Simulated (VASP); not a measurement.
Crystal: KI.

```
K I
1.0
     0.00000    3.54428    3.73993
     3.54428    0.00000    3.73993
     3.54428    3.54428    0.00000
K I
1 1
Direct
  0.00000 0.00000 0.00000
  0.50000 0.50000 0.50000
```

This cell differs from its parent crystal: uniaxial z strain +5.5%.

Base run:

- Program: VASP 6.6.1
- Functional: PBE
- Potentials or basis: VASP PAW PBE potentials, release 64 (K_sv, I)
- Cutoff: 520 eV
- k mesh: 6 × 6 × 6
- Occupations: fermi-dirac, width 0.02 eV
- Spin: no spin polarisation

Its results: band gap on the k mesh 3.82 eV, direct; pressure 0.0 GPa.

The run is repeated on the same cell with these changes: functional from PBE to r2SCAN; occupations from fermi-dirac, width 0.02 eV to gaussian, width 0.01 eV. What comes out?

Band gap on the k mesh 4.45 eV, direct; pressure -0.5 GPa.

Caveats: spin-orbit coupling is left out, which moves the levels of the heavy elements; the PAW data sets were made with another functional, which shifts forces and pressure a little (some runs).

